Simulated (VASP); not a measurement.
Write the native input for VASP 6.6.1 that does the following.

```yaml
Task: single point
Functional: PBE
Potentials_or_basis: VASP PAW PBE potentials, release 64 (Ta_pv, N)
Cutoff: 520 eV
k_mesh: 9 × 9 × 9
Occupations: fermi-dirac, width 0.05 eV
Spin: no spin polarisation
Dipole_correction: no
Further_INCAR_settings: ALGO = Normal; EDIFF = 1e-07; NBANDS = 15
```

The structure of TaN lies in POSCAR:

```
TaN
1.0
    0.0000000000      2.4574755378      2.4574755378
    2.4574755378      0.0000000000      2.4574755378
    2.4574755378      2.4574755378      0.0000000000
Ta N
1 1
Direct
    0.0000000000      0.0000000000      0.0000000000
    0.2500000000      0.2500000000      0.2500000000
```

These files were run (other wordings do the same):

INCAR

```
SYSTEM = TaN
PREC     = Accurate       ! precision mode
ENCUT    = 520            ! plane-wave cutoff, eV
EDIFF    = 1E-7           ! SCF threshold, eV
ISMEAR   = -1             ! smearing method
SIGMA    = 0.05           ! smearing width, eV
LREAL    = .False.        ! projectors in reciprocal space
LASPH    = .True.         ! aspherical terms in the spheres
NELM     = 60             ! most SCF steps
ALGO     = Normal         ! electronic algorithm
ISIF     = 2              ! what is computed and relaxed
LWAVE    = .False.        ! write WAVECAR
LCHARG   = .False.        ! write CHGCAR
GGA      = PE             ! functional
NBANDS   = 15             ! bands
```

KPOINTS

```
Automatic mesh
0
Gamma
  9 9 9
  0 0 0
```

Potentials or basis: VASP PAW PBE potentials, release 64 (Ta_pv, N).

Command:

```sh
$ cat potpaw_PBE.64/Ta_pv/POTCAR potpaw_PBE.64/N/POTCAR > POTCAR
$ mpirun -np 1 vasp_std > vasp.out
```

It gave:

```json
{
 "Pressure": "-19.4 GPa",
 "Band gap on the k mesh": "zero (band 8 reaches 6.36 eV, above the bottom of band 9 at 5.83 eV)"
}
```

Caveat: spin-orbit coupling is left out, which moves the levels of the heavy elements.

It took 18 s on 1 thread of AMD EPYC 7R43 64-Core Processor (Zen 3), with other jobs on the host, peak memory 0.13 GiB.
